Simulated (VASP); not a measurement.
A run of VASP 6.6.1 is set up as follows.

File INCAR:

```
PREC = Accurate ; ENCUT = 520
EDIFF = 1E-8 ; ISMEAR = -1
SIGMA = 0.15 ; LREAL = F
LASPH = T ; NELM = 80
ALGO = Normal ; ISIF = 2
LWAVE = F ; LCHARG = F
NBANDS = 18 ; IBRION = 8
NSW = 1
```

The input KPOINTS:

```
regular mesh
0
Gamma
  15 15 8
```

POSCAR

```
ZrSc
1.0
    3.1514221788      0.0000000000      0.0000000000
   -1.5757110894      2.7292116649      0.0000000000
    0.0000000000      0.0000000000      5.0207273077
Zr Sc
1 1
Direct
    0.6666666667      0.3333333333      0.0000000000
    0.0000000000      0.0000000000      0.5000000000
```

Potentials or basis: VASP PAW LDA potentials, release 64 (Zr_sv, Sc_sv).

Run with:

```sh
$ cat potpaw_LDA.64/Zr_sv/POTCAR potpaw_LDA.64/Sc_sv/POTCAR > POTCAR
$ mpirun -np 1 vasp_std > vasp.out
```

(1) Estimate the highest phonon frequency at Γ.

(2) What does it give for the most unstable mode?

## Answers

(1) 165 cm⁻¹.

(2) 24i cm⁻¹.

Caveat: the cell stands under pressure or tension, which shifts response properties; some modes are imaginary.
